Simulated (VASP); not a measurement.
# Al (P-3m1) in VASP: further runs

Runs on Al. Level: LDA. Tasks: single point.

Program: VASP 6.6.1. These are calculated values, not measurements. Logs are shortened: lines on timing, memory, paths and dates and some standing lists are left out, and cuts for length are marked.

**1. The cell of the first run**

The structure is trigonal, space group P-3m1 (No. 164). Conventional cell: a = 2.862 Å, b = 2.862 Å, c = 13.873 Å, α = 90.00°, β = 90.00°, γ = 120.00°. Within 3.6 Å of Al (site symmetry 3m) lie 12 Al at 2.74 to 2.86 Å. Within 3.8 Å of Al (site symmetry 3m) lie 12 Al at 2.86 Å. Al (site symmetry 3m) has 12 Al at 2.86 Å within 3.8 Å.

**2. Single point, LDA (the distance across one plane changed)**

INCAR

```
ALGO = Fast
EDIFF = 1E-6
ENCUT = 520
GGA = CA
ISIF = 2
ISMEAR = 0
LASPH = True
LCHARG = False
LREAL = False
LWAVE = False
NBANDS = 18
NELM = 100
PREC = Accurate
SIGMA = 0.15
```

KPOINTS

```
k-points
0
Gamma
  19 19 4
```

POSCAR

```
Al
1.0
    2.0239800000     -2.0239800000      0.0000000000
    2.0239800000      0.0000000000     -2.0239800000
    8.0093174596      8.0093174596      8.0093174596
Al
6
Direct
    0.6666666667      0.6666666667      0.0842175468
    0.0000000000      0.0000000000      0.9265614836
    0.3333333333      0.3333333333      0.2526863342
    0.6666666667      0.6666666667      0.5896239089
    0.0000000000      0.0000000000      0.4211551215
    0.3333333333      0.3333333333      0.7580926962
```

Potentials or basis: VASP PAW LDA potentials, release 64 (Al).

Started as:

```console
cat potpaw_LDA.64/Al/POTCAR > POTCAR
mpirun -np 1 vasp_std > vasp.out
```

OUTCAR:

```text
EDIFF = 1E-6
   ENCUT = 520
   GGA = CA
   ISIF = 2
   ISMEAR = 0
   LASPH = True
   LREAL = False
   NELM = 100
   PREC = Accurate

 ion  position               nearest neighbor table
   1  0.667  0.667  0.084-   2 2.74   2 2.74   2 2.74   3 2.86   3 2.86   3 2.86
   2  0.000  0.000  0.927-   1 2.74   1 2.74   1 2.74   6 2.86   6 2.86   6 2.86
   3  0.333  0.333  0.253-   5 2.86   5 2.86   5 2.86   1 2.86   1 2.86   1 2.86
   4  0.667  0.667  0.590-   6 2.86   6 2.86   6 2.86   5 2.86   5 2.86   5 2.86
   5  0.000  0.000  0.421-   3 2.86   3 2.86   3 2.86   4 2.86   4 2.86   4 2.86
   6  0.333  0.333  0.758-   4 2.86   4 2.86   4 2.86   2 2.86   2 2.86   2 2.86

  LATTYP: Found a hexagonal cell.
 ALAT       =     2.8623399660
 C/A-ratio  =     4.8465748090

  Lattice vectors:

 A1 = (  -2.0239800000,   0.0000000000,   2.0239800000)
 A2 = (   2.0239800000,  -2.0239800000,   0.0000000000)
 A3 = (   8.0093174596,   8.0093174596,   8.0093174596)

Analysis of symmetry for initial positions (statically):
=====================================================================
 Subroutine PRICEL returns:
 Original cell was already a primitive cell.

 Routine SETGRP: Setting up the symmetry group for a
 hexagonal supercell.

 Subroutine GETGRP returns: Found 12 space group operations
 (whereof  6 operations were pure point group operations)
 out of a pool of 24 trial point group operations.

The static configuration has the point symmetry C_3v.
 The point group associated with its full space group is D_3d.

Analysis of symmetry for dynamics (positions and initial velocities):
=====================================================================
 Subroutine PRICEL returns:
 Original cell was already a primitive cell.

 Routine SETGRP: Setting up the symmetry group for a
 hexagonal supercell.

 Subroutine GETGRP returns: Found 12 space group operations
 (whereof  6 operations were pure point group operations)
 out of a pool of 24 trial point group operations.

The dynamic configuration has the point symmetry C_3v.
 The point group associated with its full space group is D_3d.

 Subroutine INISYM returns: Found 12 space group operations
 (whereof  6 operations are pure point group operations),
 and found     1 'primitive' translations

[... 98 lines left out ...]
   LSORBIT =      F    spin-orbit coupling
   LASPH  =      T    aspherical Exc in radial PAW
   ENCUT  =  520.0 eV  38.22 Ry    6.18 a.u.   5.32  5.32 25.79*2*pi/ulx,y,z
   NELM   =    100;   NELMIN=  2; NELMDL= -5     # of ELM steps
   EDIFF  = 0.1E-05   stopping-criterion for ELM
   LREAL  =      F    real-space projection
   EDIFFG = 0.1E-04   stopping-criterion for IOM
   NSW    =      0    number of steps for IOM
   IBRION =     -1    ionic relax: 0-MD 1-quasi-New 2-CG
   NFREE  =      0    steps in history (QN), initial steepest desc. (CG)
   ISIF   =      2    stress and relaxation
   ISYM   =      2    0-nonsym 1-usesym 2-fastsym
   POTIM  = 0.5000    time-step for ionic-motion
   TEBEG  =    0.0;   TEEND  =   0.0 temperature during run
   PSTRESS=    0.0 pullay stress
   NELECT =      18.0000    total number of electrons
   NUPDOWN=      -1.0000    fix difference up-down
   EMIN   =  10.00;   EMAX   =-10.00  energy-range for DOS
   EFERMI =   0.00;   METHOD = LEGACY
   ISMEAR =     0;   SIGMA  =   0.15  broadening in eV -4-tet -1-fermi 0-gaus
   EFERMI_NEDOS =   21; number of points for ismear=-14 and -15
   IALGO  =     68    algorithm
   IMIX   =      4    mixing-type and parameters
     AMIX     =   0.40;   BMIX     =  1.00
     AMIX_MAG =   1.60;   BMIX_MAG =  1.00
  volume/ion in A,a.u.               =      16.41       110.71
  Fermi-wavevector in a.u.,A,eV,Ry     =   0.929229  1.755988 11.748167  0.863466
  Thomas-Fermi vector in A             =   2.055489
   LORBIT       =      0    0 simple, 1 ext, 2 COOP (PROOUT), +10 PAW based schemes
   GGA     = CA    functional components
   LHFCALC =     F    Hartree Fock is set to
   AEXX    =    0.0000 exact exchange contribution
   IVDW    =     0    specifies the selected vdW correction
   LEPSILON=     F    determine dielectric tensor
   LRPA    =     F    only Hartree local field effects (RPA)
 non-spin polarized calculation
 RMM-DIIS sequential band-by-band and
 Gauss-broadening in eV      SIGMA  =   0.15
  energy-cutoff  :      520.00
  volume of cell :       98.43
 maximum number of plane-waves:      2691
 NGX is ok and might be reduce to    24
   NGX = 11   NGY = 11   NGZ = 51

 number of electron      18.0000000 magnetization

 Free energy of the ion-electron system (eV)
  ---------------------------------------------------
  ext. energy  EPLUGINS =         0.00000000
  ---------------------------------------------------
  free energy    TOTEN  =       -25.09736191 eV

  energy without entropy =      -25.06626367  energy(sigma->0) =      -25.08181279

 E-fermi :   7.8484     XC(G=0): -10.3641

 val. band max:        7.8457344505   @ k =  -0.3684   0.2632   0.2500
 cond. band min:       7.8509838394   @ k =   0.4737   0.1579   0.2500
 fundamental gap:      0.0052493889
 Fermi energy:         7.8484441166

 k-point     1 :       0.0000    0.0000    0.0000
  band No.  band energies     occupation
      1      -3.3078      2.00000
      2      -2.5889      2.00000
      3      -2.4557      2.00000
      4      -0.3078      2.00000
      5      -0.1919      2.00000
      6       3.3422      2.00000
[... 481 lines left out ...]
      5       3.1438      2.00000
      6       6.1094      2.00000
[... 10 lines left out ...]
     17      12.1519      0.00000
     18      12.5733      0.00000

 [... further k-points ...]
[... 5 lines left out ...]
  --------------------------------------------------------------------------------------
  -------------------------------------------------------------------------------------
  Total       -1.6425378     -1.6425378     -1.6425378      0.1639182      0.1639182      0.1639182
  in kB      -26.7360200    -26.7360200    -26.7360200      2.6681390      2.6681390      2.6681390
  external PRESSURE =     -26.7360200 kB  Pullay stress =       0.0000000 kB

 VOLUME and BASIS-vectors are now :
 -----------------------------------------------------------------------------
  energy-cutoff  :      520.00
  volume of cell :       98.43
      direct lattice vectors                 reciprocal lattice vectors
     2.023980000 -2.023980000  0.000000000     0.164692009 -0.329384019  0.164692009
     2.023980000  0.000000000 -2.023980000     0.164692009  0.164692009 -0.329384019
     8.009317460  8.009317460  8.009317460     0.041618195  0.041618195  0.041618195

 POSITION                                       TOTAL-FORCE (eV/Angst)
 -----------------------------------------------------------------------------------
      3.37317     -0.67479     -0.67479         0.240517      0.240517      0.240517
      7.42113      7.42113      7.42113        -0.240517     -0.240517     -0.240517
      3.37317      1.34919      1.34919        -0.010724     -0.010724     -0.010724
      7.42113      3.37317      3.37317         0.004409      0.004409      0.004409
      3.37317      3.37317      3.37317        -0.004409     -0.004409     -0.004409
      7.42113      5.39715      5.39715         0.010724      0.010724      0.010724
 -----------------------------------------------------------------------------------
    total drift:                               -0.000003     -0.000003     -0.000003

  FREE ENERGIE OF THE ION-ELECTRON SYSTEM (eV)
  ---------------------------------------------------
  free  energy   TOTEN  =       -25.0973619077 eV

  energy  without entropy=      -25.0662636694  energy(sigma->0) =      -25.08181279
```

Wall time 6.2 min (1 thread of AMD EPYC 7R43 (Zen 3), shared host); peak memory 0.28 GiB.

Results:

* Free energy: -25.0974 eV
* Pressure: -2.7 GPa
* Largest force: 0.417 eV/Å
* Band gap on the k mesh: zero (bands 9 and 10 overlap by 5.90 eV)

Forces in eV/Å, atoms in the order of the input:
```
Al   0.241  0.241  0.241
Al  -0.241 -0.241 -0.241
Al  -0.011 -0.011 -0.011
Al   0.004  0.004  0.004
Al  -0.004 -0.004 -0.004
Al   0.011  0.011  0.011
```

Stress tensor (GPa, compression positive):
```
-2.67  0.27  0.27
 0.27 -2.67  0.27
 0.27  0.27 -2.67
```

Caveat: the cell differs from its parent crystal (the distance across one plane changed).

**3. Single point, LDA (the distance across one plane changed)**

INCAR

```
PREC = Accurate
ENCUT = 520
EDIFF = 1E-6
ISMEAR = 0
SIGMA = 0.15
LREAL = False
LASPH = True
NELM = 100
ALGO = Fast
ISIF = 2
LWAVE = False
LCHARG = True
LELF = True
LVHAR = True
NBANDS = 18
```

KPOINTS

```
Automatic mesh
0
Gamma
  19 19 4
```

POSCAR

```
Al
1.0
    2.0239800000     -2.0239800000      0.0000000000
    2.0239800000      0.0000000000     -2.0239800000
    8.2402575673      8.2402575673      8.2402575673
Al
6
Direct
    0.6666666667      0.6666666667      0.0818572796
    0.0000000000      0.0000000000      0.9005938234
    0.3333333333      0.3333333333      0.2456045884
    0.6666666667      0.6666666667      0.5730992059
    0.0000000000      0.0000000000      0.4093518971
    0.3333333333      0.3333333333      0.7368465146
```

Potentials or basis: VASP PAW LDA potentials, release 64 (Al).

Started as:

```console
cat potpaw_LDA.64/Al/POTCAR > POTCAR
mpirun -np 1 vasp_std > vasp.out
```

Run time: 6.1 min. Hardware: 1 thread of AMD EPYC 7R43 (Zen 3), shared host; peak memory 0.28 GiB.

It converged, with:

```yaml
Free_energy: -25.0166 eV
Pressure: -4.4 GPa
Largest_force: 0.354 eV/Å
Band_gap_on_the_k_mesh: zero (bands 9 and 10 overlap by 5.26 eV)
```

Forces in eV/Å, atoms in the order of the input:
```
Al  -0.204 -0.204 -0.204
Al   0.204  0.204  0.204
Al   0.015  0.015  0.015
Al  -0.007 -0.007 -0.007
Al   0.007  0.007  0.007
Al  -0.015 -0.015 -0.015
```

Stress tensor (GPa, compression positive):
```
-4.37 -0.15 -0.15
-0.15 -4.37 -0.15
-0.15 -0.15 -4.37
```

Levels at points of the mesh, in eV from the Fermi level:
```
           k point  band 6  band 7  band 8  band 9  band 10  band 11
(0.00, 0.00, 0.00)   -4.59   -4.54    0.14    0.30     6.08     6.19
(0.00, 0.00, 0.50)   -6.38   -2.41   -2.24    2.99     3.12     9.37
```

Caveat: the cell differs from its parent crystal (the distance across one plane changed); the cell stands under tension.
